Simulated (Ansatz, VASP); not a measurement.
## Si2W: VASP beside Ansatz

```
CELL_PARAMETERS angstrom
-1.58518 1.58518 3.86204
1.58518 -1.58518 3.86204
1.58518 1.58518 -3.86204
ATOMIC_POSITIONS crystal
W 0.00000 0.00000 0.00000
Si 0.66530 0.66530 0.00000
Si 0.33470 0.33470 0.00000
```

Alike in both runs: task single point; functional r2SCAN; k mesh 12 × 12 × 12; occupations fermi-dirac, width 0.05 eV; no spin polarisation.

```csv
,VASP,Ansatz
version,VASP 6.6.1,Ansatz 0.2.0
potentials or method,"VASP PAW PBE potentials, release 64 (W_sv, Si)",Ansatz PAW
plane-wave cutoff (eV),520,500
valence electrons in the cell,22,22
```

|  | VASP | Ansatz | Ansatz less VASP |
| --- | --- | --- | --- |
| gap on the k mesh at the Fermi level (eV) | none | none | - |
| pressure (GPa) | 9.5 | 9.2 | -0.30 |
| traceless stress, the component that is largest in VASP (GPa) | 0.07 | 0.28 | +0.202 |
| rms of the force components (eV/Å) | 0.054 | 0.050 | -0.0046 |

VASP's potentials were made for PBE, not for r2SCAN. Atom by atom the forces differ by 0.005 eV/Å (rms over components). A gap of «none» marks a metal or a gap that the smearing closes.

Neither program's run includes spin-orbit coupling.
